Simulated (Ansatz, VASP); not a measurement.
## One calculation of GaN, two programs

```
Ga N
1.0
     0.00000    2.21637    2.28043
     2.21637    0.00000    2.28043
     2.21637    2.21637    0.00000
Ga N
1 1
Direct
  0.01405 0.01405 0.98595
  0.48595 0.48595 0.51405
```

Alike in both runs: task single point; functional r2SCAN; k mesh 12 × 12 × 12; occupations gaussian, width 0.02 eV; no spin polarisation.

|  | VASP | Ansatz |
| --- | --- | --- |
| version | VASP 6.6.1 | Ansatz 0.2.0 |
| potentials or method | VASP PAW PBE potentials, release 64 (Ga_d, N), cutoff 520 eV | scalar-relativistic, plane waves, PAW |
| valence electrons in the cell | 18 | 18 |

|  | VASP | Ansatz | Ansatz less VASP |
| --- | --- | --- | --- |
| gap on the k mesh at the Fermi level (eV) | none | none | - |
| pressure (GPa) | -27.3 | -27.7 | -0.40 |
| traceless stress, the component that is largest in VASP (GPa) | 1.96 | 1.96 | -0.001 |
| rms of the force components (eV/Å) | 0.146 | 0.161 | +0.0151 |

VASP's potentials were made for PBE, not for r2SCAN. Atom by atom the forces differ by 0.015 eV/Å (rms over components). A gap of «none» marks a metal or a gap that the smearing closes.
